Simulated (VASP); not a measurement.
CrO2, 3 atoms in the cell. The cell holds a slab with vacuum, 3 atoms: a = 2.587 Å, b = 2.587 Å, c = 13.701 Å, α = 90.00°, β = 90.00°, γ = 120.00°. 

| Item | Value |
| --- | --- |
| Program | VASP 6.6.1 |
| Task | single point |
| Functional | PBEsol |
| Potentials or basis | VASP PAW PBE potentials, release 64 (Cr_pv, O) |
| Cutoff | 520 eV |
| k mesh | 18 × 18 × 4 |
| Occupations | gaussian, width 0.02 eV |
| Spin | no spin polarisation |
| Dipole correction | no |
| Further INCAR settings | ALGO = Normal; EDIFF = 1e-06; NBANDS = 19 |

Potentials or basis: VASP PAW PBE potentials, release 64 (Cr_pv, O).

Run with:

```sh
$ cat potpaw_PBE.64/Cr_pv/POTCAR potpaw_PBE.64/O/POTCAR > POTCAR
$ mpirun -np 1 vasp_std > vasp.out
```

Hardware: 1 thread of Intel Xeon 8259CL, with other jobs on the host.

Q: Estimate the wall time of this run.

A: Wall time 4.9 min on 1 thread of Intel Xeon 8259CL, with other jobs on the host, peak memory 0.3 GiB. Counts: scf iterations 22, k points 111.
